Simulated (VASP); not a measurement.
Input of a VASP 6.6.1 run:

The input INCAR:

```
PREC     = Accurate       # precision mode
ENCUT    = 600            # plane-wave cutoff, eV
EDIFF    = 1E-6           # SCF threshold, eV
ISMEAR   = 0              # smearing method
SIGMA    = 0.1            # smearing width, eV
LREAL    = False          # projectors in reciprocal space
LASPH    = True           # aspherical terms in the spheres
NELM     = 100            # most SCF steps
ALGO     = Fast           # electronic algorithm
ISIF     = 3              # what is computed and relaxed
LWAVE    = False          # write WAVECAR
LCHARG   = False          # write CHGCAR
GGA      = PE             # functional
IBRION   = 2              # ionic algorithm
NSW      = 100            # ionic steps
EDIFFG   = -0.01          # ionic threshold
```

File KPOINTS:

```
Automatic mesh
0
Gamma
  12 12 12
```

The input POSCAR:

```
Hg3W
1.0
   -2.8784294894      2.8784294894      2.8784294894
    2.8784294894     -2.8784294894      2.8784294894
    2.8784294894      2.8784294894     -2.8784294894
Hg W
3 1
Direct
    0.0000000000      0.5000000000      0.5000000000
    0.5000000000      0.0000000000      0.5000000000
    0.5000000000      0.5000000000      0.0000000000
    0.0000000000      0.0000000000      0.0000000000
```

Potentials or basis: VASP PAW PBE potentials, release 64 (Hg, W_sv).

The run is started by

```console
$ cat potpaw_PBE.64/Hg/POTCAR potpaw_PBE.64/W_sv/POTCAR > POTCAR
$ mpirun -np 1 vasp_std > vasp.out
```

**Question.** Estimate the band gap on the k mesh.

**Answer.** Zero (bands 25 and 26 overlap by 0.34 eV).

**Question.** Predict the relaxed volume.

**Answer.** 23.96 Å³/atom.

Step by step:
```csv
step,energy change (eV),largest force (eV/Å),pressure (GPa),volume (Å³)
1,0.0000,0.0000,0.34,95.40
2,-0.0004,0.0000,-0.18,96.10
3,-0.0005,0.0000,0.00,95.86
```

Caveat: spin-orbit coupling is left out, which moves the levels of the heavy elements.
